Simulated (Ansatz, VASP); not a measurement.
# ZnO in VASP and in Ansatz

```
CELL_PARAMETERS angstrom
0.00000 2.22368 2.22368
2.22368 0.00000 2.22368
2.22368 2.22368 0.00000
ATOMIC_POSITIONS crystal
Zn 0.00000 0.00000 0.00000
O 0.50000 0.50000 0.50000
```

Change from the starting cell: strain +0.025 along x and y, +0.025 along z, atoms carried along.

Alike in both runs: task single point; functional LDA; k mesh 12 × 12 × 12; occupations gaussian, width 0.05 eV; no spin polarisation.

|  | VASP | Ansatz |
| --- | --- | --- |
| version | VASP 6.6.1 | Ansatz 0.2.0 |
| potentials or method | VASP PAW LDA potentials, release 64 (Zn, O), cutoff 520 eV | scalar-relativistic, plane waves, PAW |
| valence electrons in the cell | 18 | 18 |

```tsv
	VASP	Ansatz	Ansatz less VASP
gap on the k mesh at the Fermi level (eV)	0.36	0.36	-0.002
least direct gap on the mesh (eV)	1.34	1.35	+0.002
pressure (GPa)	-22.5	-23.3	-0.77
```

LDA's correlation is that of Perdew and Zunger in VASP and of Perdew and Wang (1992) in Ansatz.
